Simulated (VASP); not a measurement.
# Ni (Fd-3m) in VASP: further runs

Runs on Ni. Level: PBE. Tasks: single point.

All numbers are computed with VASP 6.6.1; they aren't measurements. Logs are shortened: lines on timing, memory, paths and dates and some standing lists are left out, and cuts for length are marked.

## 1. The cell of the first run

The structure is cubic, space group Fd-3m (No. 227). Conventional cell: a = 3.762 Å, b = 3.762 Å, c = 3.762 Å, α = 90.00°, β = 90.00°, γ = 90.00°. Within 2.2 Å of Ni (site symmetry -43m) lie 4 Ni at 1.63 Å.

This isn't the form of Ni at room conditions, which is fcc.

## 2. Single point, PBE, collinear spin, ferromagnetic start (6.65 Å³/atom)

Input file INCAR:

```
SYSTEM = Ni
PREC = Accurate
ENCUT = 520
EDIFF = 1E-6
ISMEAR = -1
SIGMA = 0.1
LREAL = .FALSE.
LASPH = .TRUE.
NELM = 150
ALGO = Normal
ISIF = 2
LWAVE = .FALSE.
LCHARG = .FALSE.
ISPIN = 2
MAGMOM = 1 1
LORBIT = 11
LMAXMIX = 4
GGA = PE
NBANDS = 21
```

Input file KPOINTS:

```
regular mesh
0
G
  14 14 14
  0 0 0
```

Input file POSCAR:

```
Ni
1.0
    0.0000000000      1.8807866981      1.8807866981
    1.8807866981      0.0000000000      1.8807866981
    1.8807866981      1.8807866981      0.0000000000
Ni
2
Direct
   -0.1250000000     -0.1250000000     -0.1250000000
    0.1250000000      0.1250000000      0.1250000000
```

Potentials or basis: VASP PAW PBE potentials, release 64 (Ni).

Command:

```console
$ cat potpaw_PBE.64/Ni/POTCAR > POTCAR
$ mpirun -np 1 vasp_std > vasp.out
```

OUTCAR:

```text
SYSTEM = Ni
   PREC = Accurate
   ENCUT = 520
   EDIFF = 1E-6
   ISMEAR = -1
   LREAL = .FALSE.
   LASPH = .TRUE.
   NELM = 150
   ISIF = 2
   ISPIN = 2
   LORBIT = 11
   GGA = PE

 ion  position               nearest neighbor table
   1  0.875  0.875  0.875-   2 1.63   2 1.63   2 1.63   2 1.63
   2  0.125  0.125  0.125-   1 1.63   1 1.63   1 1.63   1 1.63

  LATTYP: Found a face centered cubic cell.
 ALAT       =     3.7615733962

  Lattice vectors:

 A1 = (   0.0000000000,   1.8807866981,   1.8807866981)
 A2 = (   1.8807866981,   0.0000000000,   1.8807866981)
 A3 = (   1.8807866981,   1.8807866981,   0.0000000000)

Analysis of symmetry for initial positions (statically):
=====================================================================
 Subroutine PRICEL returns:
 Original cell was already a primitive cell.

 Routine SETGRP: Setting up the symmetry group for a
 face centered cubic supercell.

 Subroutine GETGRP returns: Found 48 space group operations
 (whereof 12 operations were pure point group operations)
 out of a pool of 48 trial point group operations.

The static configuration has the point symmetry D_3d.
 The point group associated with its full space group is O_h .

Analysis of symmetry for dynamics (positions and initial velocities):
=====================================================================
 Subroutine PRICEL returns:
 Original cell was already a primitive cell.

 Routine SETGRP: Setting up the symmetry group for a
 face centered cubic supercell.

 Subroutine GETGRP returns: Found 48 space group operations
 (whereof 12 operations were pure point group operations)
 out of a pool of 48 trial point group operations.

The dynamic configuration has the point symmetry D_3d.
 The point group associated with its full space group is O_h .

Analysis of structural, dynamic, and magnetic symmetry:
=====================================================================
 Subroutine PRICEL returns:
 Original cell was already a primitive cell.

 Routine SETGRP: Setting up the symmetry group for a
 face centered cubic supercell.

 Subroutine GETGRP returns: Found 48 space group operations
 (whereof 12 operations were pure point group operations)
 out of a pool of 48 trial point group operations.

The overall configuration has the point symmetry D_3d.
 The point group associated with its full space group is O_h .

 Subroutine INISYM returns: Found 48 space group operations
 (whereof 12 operations are pure point group operations),
 and found     1 'primitive' translations

----------------------------------------------------------------------------------------

                                     Primitive cell

  volume of cell :      13.3060

  direct lattice vectors                    reciprocal lattice vectors
     0.000000000  1.880786698  1.880786698    -0.265846202  0.265846202  0.265846202
     1.880786698  0.000000000  1.880786698     0.265846202 -0.265846202  0.265846202
     1.880786698  1.880786698  0.000000000     0.265846202  0.265846202 -0.265846202

  length of vectors
     2.659834056  2.659834056  2.659834056     0.460459128  0.460459128  0.460459128

  position of ions in fractional coordinates (direct lattice)
     0.875000000  0.875000000  0.875000000
     0.125000000  0.125000000  0.125000000

  ion indices of the primitive-cell ions
   primitive index   ion index
                 1           1
                 2           2

----------------------------------------------------------------------------------------

 KPOINTS: regular mesh

Automatic generation of k-mesh.
 Grid dimensions read from file:
 generate k-points for:   14   14   14

 Generating k-lattice:

  Cartesian coordinates                     Fractional coordinates (reciprocal lattice)
    -0.018989014  0.018989014  0.018989014     0.071428571  0.000000000  0.000000000
     0.018989014 -0.018989014  0.018989014     0.000000000  0.071428571  0.000000000
     0.018989014  0.018989014 -0.018989014     0.000000000  0.000000000  0.071428571

  Length of vectors
     0.032889938  0.032889938  0.032889938

  Shift w.r.t. Gamma in fractional coordinates (k-lattice)
     0.000000000  0.000000000  0.000000000

 Subroutine IBZKPT returns following result:
 ===========================================

 Found    104 irreducible k-points:

 Following reciprocal coordinates:
            Coordinates               Weight
  0.000000  0.000000  0.000000      1.000000
  0.071429  0.000000  0.000000      8.000000
  0.142857  0.000000  0.000000      8.000000
  0.214286  0.000000  0.000000      8.000000
  0.285714  0.000000  0.000000      8.000000
  0.357143  0.000000  0.000000      8.000000
[... 16 lines left out ...]
  0.214286  0.142857  0.000000     24.000000
  0.285714  0.142857  0.000000     24.000000
 [... further k-points ...]
   k-points           NKPTS =    104   k-points in BZ     NKDIM =    104   number of bands    NBANDS=     21
   number of dos      NEDOS =    301   number of ions     NIONS =      2
   total plane-waves  NPLWV =   8000
   dimension x,y,z NGX =    20 NGY =   20 NGZ =   20
   dimension x,y,z NGXF=    40 NGYF=   40 NGZF=   40
   ions per type =               2
   NGX,Y,Z   is equivalent  to a cutoff of  12.50, 12.50, 12.50 a.u.
   NGXF,Y,Z  is equivalent  to a cutoff of  25.00, 25.00, 25.00 a.u.
 SYSTEM =  Ni
   PREC   = accura    normal or accurate (medium, high low for compatibility)
   ISTART =      0    job   : 0-new  1-cont  2-samecut
   ICHARG =      2    charge: 1-file 2-atom 10-const
   ISPIN  =      2    spin polarized calculation?
   LNONCOLLINEAR =      F non collinear calculations
   LSORBIT =      F    spin-orbit coupling
   LASPH  =      T    aspherical Exc in radial PAW
   ENCUT  =  520.0 eV  38.22 Ry    6.18 a.u.   4.95  4.95  4.95*2*pi/ulx,y,z
   NELM   =    150;   NELMIN=  2; NELMDL= -5     # of ELM steps
   EDIFF  = 0.1E-05   stopping-criterion for ELM
   LREAL  =      F    real-space projection
   EDIFFG = 0.1E-04   stopping-criterion for IOM
   NSW    =      0    number of steps for IOM
   IBRION =     -1    ionic relax: 0-MD 1-quasi-New 2-CG
   NFREE  =      0    steps in history (QN), initial steepest desc. (CG)
   ISIF   =      2    stress and relaxation
   ISYM   =      2    0-nonsym 1-usesym 2-fastsym
   POTIM  = 0.5000    time-step for ionic-motion
   TEBEG  =    0.0;   TEEND  =   0.0 temperature during run
   PSTRESS=    0.0 pullay stress
   NELECT =      20.0000    total number of electrons
   NUPDOWN=      -1.0000    fix difference up-down
   EMIN   =  10.00;   EMAX   =-10.00  energy-range for DOS
   EFERMI =   0.00;   METHOD = LEGACY
   ISMEAR =    -1;   SIGMA  =   0.10  broadening in eV -4-tet -1-fermi 0-gaus
   EFERMI_NEDOS =   21; number of points for ismear=-14 and -15
   IALGO  =     38    algorithm
   IMIX   =      4    mixing-type and parameters
     AMIX     =   0.40;   BMIX     =  1.00
     AMIX_MAG =   1.60;   BMIX_MAG =  1.00
  volume/ion in A,a.u.               =       6.65        44.90
  Fermi-wavevector in a.u.,A,eV,Ry     =   1.875291  3.543786 47.847820  3.516716
  Thomas-Fermi vector in A             =   2.920036
   LORBIT       =     11    0 simple, 1 ext, 2 COOP (PROOUT), +10 PAW based schemes
   GGA     = PE    functional components
   LHFCALC =     F    Hartree Fock is set to
   AEXX    =    0.0000 exact exchange contribution
   IVDW    =     0    specifies the selected vdW correction
   LEPSILON=     F    determine dielectric tensor
   LRPA    =     F    only Hartree local field effects (RPA)
 spin polarized calculation
  energy-cutoff  :      520.00
  volume of cell :       13.31
 maximum number of plane-waves:       370
   NGX =  9   NGY =  9   NGZ =  9

 number of electron      20.0000000 magnetization       0.0001123

 Free energy of the ion-electron system (eV)
  ---------------------------------------------------
  ext. energy  EPLUGINS =         0.00000000
  ---------------------------------------------------
  free energy    TOTEN  =         8.06550728 eV

  energy without entropy =        8.14516253  energy(sigma->0) =        8.10533490

 E-fermi :  19.6860     XC(G=0): -16.1020

 val. band max:       19.6769420456   @ k =  -0.3571   0.3571   0.0000
 cond. band min:      19.6951157546   @ k =  -0.3571   0.3571   0.0000
 fundamental gap:      0.0181737090
 Fermi energy:        19.6859912096

 spin component 1

 k-point     1 :       0.0000    0.0000    0.0000
  band No.  band energies     occupation
      1       6.7640      1.00000
      2      10.8524      1.00000
      3      10.8524      1.00000
      4      12.3255      1.00000
      5      12.3255      1.00000
      6      12.3255      1.00000
[... 13 lines left out ...]
     20      50.7402      0.00000
     21      50.7402      0.00000

 k-point     2 :       0.0714    0.0000    0.0000
  band No.  band energies     occupation
      1       6.9461      1.00000
      2      10.7668      1.00000
      3      10.7668      1.00000
      4      12.3317      1.00000
      5      12.4739      1.00000
      6      12.4739      1.00000
[... 13 lines left out ...]
     20      49.8230      0.00000
     21      49.8230      0.00000

 k-point     3 :       0.1429    0.0000    0.0000
  band No.  band energies     occupation
      1       7.4670      1.00000
      2      10.6172      1.00000
      3      10.6172      1.00000
      4      12.3817      1.00000
      5      12.7671      1.00000
      6      12.7671      1.00000
[... 13 lines left out ...]
     20      48.5515      0.00000
     21      50.0593      0.00000
[... 457 lines left out ...]
 k-point    23 :       0.2143    0.1429    0.0000
  band No.  band energies     occupation
      1       8.2740      1.00000
      2       9.7347      1.00000
      3      11.4081      1.00000
      4      12.4585      1.00000
      5      12.4931      1.00000
      6      13.6306      1.00000
[... 13 lines left out ...]
     20      52.8167      0.00000
     21      53.0791      0.00000

 k-point    24 :       0.2857    0.1429    0.0000
  band No.  band energies     occupation
      1       8.9731      1.00000
      2       9.6199      1.00000
      3      11.4865      1.00000
      4      12.5187      1.00000
      5      12.6555      1.00000
      6      13.7603      1.00000
[... 13 lines left out ...]
     20      52.7117      0.00000
     21      53.8583      0.00000

 [... further k-points ...]

 spin component 2

 k-point     1 :       0.0000    0.0000    0.0000
  band No.  band energies     occupation
      1       6.7639      1.00000
      2      10.8524      1.00000
      3      10.8524      1.00000
      4      12.3255      1.00000
      5      12.3255      1.00000
      6      12.3255      1.00000
[... 13 lines left out ...]
     20      50.7402      0.00000
     21      50.7402      0.00000

 k-point     2 :       0.0714    0.0000    0.0000
  band No.  band energies     occupation
      1       6.9461      1.00000
      2      10.7669      1.00000
      3      10.7669      1.00000
      4      12.3318      1.00000
      5      12.4740      1.00000
      6      12.4740      1.00000
[... 13 lines left out ...]
     20      49.8231      0.00000
     21      49.8231      0.00000

 k-point     3 :       0.1429    0.0000    0.0000
  band No.  band energies     occupation
      1       7.4669      1.00000
      2      10.6172      1.00000
      3      10.6172      1.00000
      4      12.3817      1.00000
      5      12.7672      1.00000
      6      12.7672      1.00000
[... 13 lines left out ...]
     20      48.5516      0.00000
     21      50.0593      0.00000
[... 457 lines left out ...]
 k-point    23 :       0.2143    0.1429    0.0000
  band No.  band energies     occupation
      1       8.2739      1.00000
      2       9.7347      1.00000
      3      11.4082      1.00000
      4      12.4586      1.00000
      5      12.4932      1.00000
      6      13.6307      1.00000
[... 13 lines left out ...]
     20      52.8167      0.00000
     21      53.0791      0.00000

 k-point    24 :       0.2857    0.1429    0.0000
  band No.  band energies     occupation
      1       8.9731      1.00000
      2       9.6199      1.00000
      3      11.4865      1.00000
      4      12.5188      1.00000
      5      12.6556      1.00000
      6      13.7603      1.00000
[... 13 lines left out ...]
     20      52.7117      0.00000
     21      53.8583      0.00000

 [... further k-points ...]

------------------------ aborting loop because EDIFF is reached ----------------------------------------

  FORCE on cell =-STRESS in cart. coord.  units (eV):
  Direction    XX          YY          ZZ          XY          YZ          ZX
  --------------------------------------------------------------------------------------
  -------------------------------------------------------------------------------------
  Total       48.4891323     48.4891323     48.4891323     -0.0000000     -0.0000000      0.0000000
  in kB     5838.5683066   5838.5683066   5838.5683066     -0.0000000     -0.0000000      0.0000000
  external PRESSURE =    5838.5683066 kB  Pullay stress =       0.0000000 kB

 VOLUME and BASIS-vectors are now :
 -----------------------------------------------------------------------------
  energy-cutoff  :      520.00
  volume of cell :       13.31
      direct lattice vectors                 reciprocal lattice vectors
     0.000000000  1.880786698  1.880786698    -0.265846202  0.265846202  0.265846202
     1.880786698  0.000000000  1.880786698     0.265846202 -0.265846202  0.265846202
     1.880786698  1.880786698  0.000000000     0.265846202  0.265846202 -0.265846202

 POSITION                                       TOTAL-FORCE (eV/Angst)
 -----------------------------------------------------------------------------------
      3.29138      3.29138      3.29138         0.000000      0.000000      0.000000
      0.47020      0.47020      0.47020        -0.000000     -0.000000     -0.000000
 -----------------------------------------------------------------------------------
    total drift:                                0.000000     -0.000000     -0.000000

  FREE ENERGIE OF THE ION-ELECTRON SYSTEM (eV)
  ---------------------------------------------------
  free  energy   TOTEN  =         8.0655072797 eV

  energy  without entropy=        8.1451625290  energy(sigma->0) =        8.10533490

 total charge

# of ion       s       p       d       tot
------------------------------------------
    1        0.907   1.155   9.339  11.401
    2        0.907   1.155   9.339  11.401
--------------------------------------------------
tot          1.813   2.310  18.678  22.801

 magnetization (x)

# of ion       s       p       d       tot
------------------------------------------
    1       -0.000   0.000   0.000   0.000
    2       -0.000   0.000   0.000   0.000
--------------------------------------------------
tot         -0.000   0.000   0.000   0.000
```

Run time: 26 s. Hardware: 1 thread of Intel Xeon 6975P-C (Granite Rapids), shared host; peak memory 0.16 GiB.

What came out:

```
Free energy            : 8.0655 eV
Pressure               : 583.9 GPa
Band gap on the k mesh : zero (filled and empty bands overlap)
Net moment             : 0.00 μB per cell
```

Caveat: atoms lie so close that the PAW spheres overlap strongly, which falsifies energies and pressures; the cell stands under pressure.

## 3. Single point, PBE, collinear spin, ferromagnetic start (6.65 Å³/atom)

Input file INCAR:

```
  ALGO = Normal
  EDIFF = 1E-7
  ENCUT = 520
  GGA = PE
  ISIF = 2
  ISMEAR = -1
  ISPIN = 2
  LASPH = True
  LCHARG = False
  LMAXMIX = 4
  LORBIT = 11
  LREAL = False
  LWAVE = False
  MAGMOM = 1 1
  NBANDS = 21
  NELM = 150
  PREC = Accurate
  SIGMA = 0.1
```

Input file KPOINTS:

```
k-points
0
Gamma
  14 14 14
```

POSCAR is that of step 2.

Potentials or basis: VASP PAW PBE potentials, release 64 (Ni).

Command:

```console
$ cat potpaw_PBE.64/Ni/POTCAR > POTCAR
$ mpirun -np 1 vasp_std > vasp.out
```

Wall time 28 s (1 thread of Intel Xeon 6975P-C (Granite Rapids), shared host); peak memory 0.16 GiB.

The run converged. Its results:

| Property | Result |
| --- | --- |
| Free energy | 8.0655 eV |
| Pressure | 583.8 GPa |
| Band gap on the k mesh | zero (filled and empty bands overlap) |
| Net moment | 0.00 μB per cell |

Levels at points of the mesh, in eV from the Fermi level:
Spin up:
```
           k point  band 6  band 7  band 8  band 9  band 10  band 11  band 12  band 13  band 14  band 15
(0.00, 0.00, 0.00)   -7.36   -3.84   -3.84   -3.84     0.18     0.18    20.38    20.38    20.38    20.40
(0.50, 0.00, 0.00)   -7.34   -3.57   -2.09   -2.09    -0.73    -0.73     3.43    16.29    18.34    18.34
(0.50, 0.50, 0.00)   -4.43   -3.75   -3.75   -0.42    -0.42     3.23     3.23     7.52     7.52    17.97
```
Spin down:
```
           k point  band 6  band 7  band 8  band 9  band 10  band 11  band 12  band 13  band 14  band 15
(0.00, 0.00, 0.00)   -7.36   -3.84   -3.84   -3.84     0.18     0.18    20.38    20.38    20.38    20.40
(0.50, 0.00, 0.00)   -7.34   -3.57   -2.09   -2.09    -0.73    -0.73     3.43    16.29    18.34    18.34
(0.50, 0.50, 0.00)   -4.43   -3.75   -3.75   -0.42    -0.42     3.23     3.23     7.52     7.52    17.97
```

Caveat: atoms lie so close that the PAW spheres overlap strongly, which falsifies energies and pressures; the cell stands under pressure.

## 4. Single point, PBE, collinear spin, ferromagnetic start (8.32 Å³/atom)

This run uses another cell than the first one, of 8.32 Å³/atom.

Input file INCAR:

```
  ALGO = Normal
  EDIFF = 1E-6
  ENCUT = 520
  GGA = PE
  ISIF = 2
  ISMEAR = -1
  ISPIN = 2
  LASPH = T
  LCHARG = F
  LMAXMIX = 4
  LORBIT = 11
  LREAL = F
  LWAVE = F
  MAGMOM = 1 1
  NBANDS = 21
  NELM = 150
  PREC = Accurate
  SIGMA = 0.1
```

KPOINTS is that of step 3.

Input file POSCAR:

```
Ni
1.0
    0.0000000000      2.0260160535      2.0260160535
    2.0260160535      0.0000000000      2.0260160535
    2.0260160535      2.0260160535      0.0000000000
Ni
2
Direct
   -0.1250000000     -0.1250000000     -0.1250000000
    0.1250000000      0.1250000000      0.1250000000
```

Command:

```console
$ cat potpaw_PBE.64/Ni/POTCAR > POTCAR
$ mpirun -np 1 vasp_std > vasp.out
```

Run time: 25 s. Hardware: 1 thread of Intel Xeon 6975P-C (Granite Rapids), shared host; peak memory 0.18 GiB.

Results (log left out):

| Item | Value |
| --- | --- |
| Free energy | -0.5510 eV |
| Pressure | 286.0 GPa |
| Net moment | 0.91 μB per cell |
| Site moments | Ni +0.43 μB |

Levels at points of the mesh, in eV from the Fermi level:
Spin up:
| k point | band 9 | band 10 | band 11 | band 12 | band 13 | band 14 |
| --- | --- | --- | --- | --- | --- | --- |
| (0.00, 0.00, 0.00) | -3.01 | -0.25 | -0.25 | 18.59 | 18.59 | 18.59 |
| (0.50, 0.00, 0.00) | -1.95 | -0.77 | -0.77 | 2.20 | 14.84 | 14.84 |
| (0.50, 0.50, 0.00) | -0.48 | -0.48 | 2.37 | 2.37 | 6.36 | 6.36 |
Spin down:
```tsv
k point	band 8	band 9	band 10	band 11	band 12	band 13
(0.00, 0.00, 0.00)	-2.55	-2.55	0.32	0.32	18.67	18.67
(0.50, 0.00, 0.00)	-1.43	-1.43	-0.22	-0.22	2.59	14.97
(0.50, 0.50, 0.00)	-3.08	0.06	0.06	2.70	2.70	6.40
```

Caveat: the cell stands under pressure.
